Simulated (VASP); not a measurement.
Here is a VASP 6.6.1 calculation.

File INCAR:

```
PREC = Accurate
ENCUT = 600
EDIFF = 1E-6
ISMEAR = -1
SIGMA = 0.05
LREAL = False
LASPH = True
NELM = 200
ALGO = Normal
ISIF = 2
LWAVE = False
LCHARG = False
ISPIN = 2
MAGMOM = 3
LORBIT = 11
LMAXMIX = 4
GGA = PE
NBANDS = 18
GGA_COMPAT = False
```

KPOINTS

```
Automatic mesh
0
Gamma
  13 13 13
```

The input POSCAR:

```
Fe
1.0
   -1.4713013028      1.4713013028      1.4713013028
    1.4713013028     -1.4713013028      1.4713013028
    1.4713013028      1.4713013028     -1.4713013028
Fe
1
Direct
    0.0000000000      0.0000000000      0.0000000000
```

Potentials or basis: VASP PAW PBE potentials, release 64 (Fe_sv).

Launch:

```sh
$ cat potpaw_PBE.64/Fe_sv/POTCAR > POTCAR
$ mpirun -np 1 vasp_std > vasp.out
```

(1) Predict the net moment.

(2) Estimate the site moments.

(3) Estimate the pressure.

Results:

(1) 2.51 μB per cell.

(2) Fe +2.52 μB.

(3) -16.3 GPa.
